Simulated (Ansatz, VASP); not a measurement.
Two plane-wave programs on Ir

```
Ir
1.0
    -1.62444    1.62444    1.62444
     1.62444   -1.62444    1.62444
     1.62444    1.62444   -1.62444
Ir
1
Cartesian
  0.0000 0.0000 0.0000
```

Alike in both runs: task single point; functional BLYP; k mesh 16 × 16 × 16; occupations fermi-dirac, width 0.1 eV; no spin polarisation.

|  | VASP | Ansatz |
| --- | --- | --- |
| version | VASP 6.6.1 | Ansatz 0.2.0 |
| potentials or method | VASP PAW PBE potentials, release 64 (Ir), cutoff 520 eV | plane waves (420 eV) with PAW, scalar-relativistic |
| valence electrons in the cell | 9 | 17 |

VASP gave:

```
pressure (GPa) : -14.5
```

**Question.** What did Ansatz give for the same quantities?

**Answer.** Pressure (GPa): -16.0.

VASP's potentials were made for PBE, not for BLYP. VASP's potentials hold 9 valence electrons a cell and Ansatz's 17, so a difference there can come from the potentials and not from the codes.

Spin-orbit coupling is off throughout.
